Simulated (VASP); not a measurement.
Here is a VASP 6.6.1 calculation.

File INCAR:

```
SYSTEM = ScAl
PREC = Accurate
ENCUT = 520
EDIFF = 1E-6
ISMEAR = 0
SIGMA = 0.1
LREAL = .False.
LASPH = .True.
NELM = 80
ALGO = Normal
ISIF = 2
LWAVE = .False.
LCHARG = .False.
GGA = PS
NBANDS = 14
```

Contents of KPOINTS:

```
Automatic mesh
0
Gamma
  10 10 10
  0.5 0.5 0.5
```

File POSCAR:

```
ScAl
1.0
    3.3703489700      0.0000000000      0.0000000000
    0.0000000000      3.3703489700      0.0000000000
    0.0000000000      0.0000000000      3.3703489700
Sc Al
1 1
Direct
    0.5000000000      0.5000000000      0.5000000000
    0.0000000000      0.0000000000      0.0000000000
```

Potentials or basis: VASP PAW PBE potentials, release 64 (Sc_sv, Al).

Run with:

```console
$ cat potpaw_PBE.64/Sc_sv/POTCAR potpaw_PBE.64/Al/POTCAR > POTCAR
$ mpirun -np 1 vasp_std > vasp.out
```

Q: Estimate the pressure.

A: -1.6 GPa.

Q: What does it give for the band gap on the k mesh?

A: Zero (bands 7 and 8 overlap by 0.72 eV).

Caveat: the PAW data sets were made with another functional, which shifts forces and pressure a little.
